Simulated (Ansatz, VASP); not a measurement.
# One calculation of SrCl2, two programs

```
Sr Cl
1.0
     0.00000    3.44865    3.44865
     3.44865    0.00000    3.44865
     3.44865    3.44865    0.00000
Sr Cl
1 2
Direct
  0.00000 0.00000 0.00000
  0.25000 0.25000 0.25000
  0.75000 0.75000 0.75000
```

Alike in both runs: task single point; functional PBE; k mesh 6 × 6 × 6; no spin polarisation.

|  | VASP | Ansatz |
| --- | --- | --- |
| version | VASP 6.6.1 | Ansatz 0.2.0 |
| potentials or method | VASP PAW PBE potentials, release 64 (Sr_sv, Cl) | plane waves, PAW |
| plane-wave cutoff (eV) | 520 | 420 |
| occupations | gaussian, width 0.01 eV | fixed |
| valence electrons in the cell | 24 | 24 |

|  | VASP | Ansatz | Ansatz less VASP |
| --- | --- | --- | --- |
| gap on the k mesh at the Fermi level (eV) | 5.47 | 5.48 | +0.006 |
| pressure (GPa) | 2.5 | 2.4 | -0.10 |
